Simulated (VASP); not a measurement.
Input of a VASP 6.6.1 run:

The input INCAR:

```
SYSTEM = Sb
  PREC = Accurate
  ENCUT = 520
  EDIFF = 1E-6
  ISMEAR = -1
  SIGMA = 0.08
  LREAL = .False.
  LASPH = .True.
  NELM = 80
  ALGO = Normal
  ISIF = 2
  LWAVE = .False.
  LCHARG = .True.
  GGA = CA
  LELF = .True.
  LVHAR = .True.
  NBANDS = 8
```

The input KPOINTS:

```
regular mesh
0
Gamma
  14 14 14
  0 0 0
```

POSCAR

```
Sb
1.0
   -1.8026596591      1.8026596591      1.8026596591
    1.8026596591     -1.8026596591      1.8026596591
    1.8026596591      1.8026596591     -1.8026596591
Sb
1
Direct
    0.0000000000      0.0000000000      0.0000000000
```

Potentials or basis: VASP PAW LDA potentials, release 64 (Sb).

Launch:

```sh
$ cat potpaw_LDA.64/Sb/POTCAR > POTCAR
$ mpirun -np 1 vasp_std > vasp.out
```

Question: Predict the pressure.

Answer: 7.6 GPa.
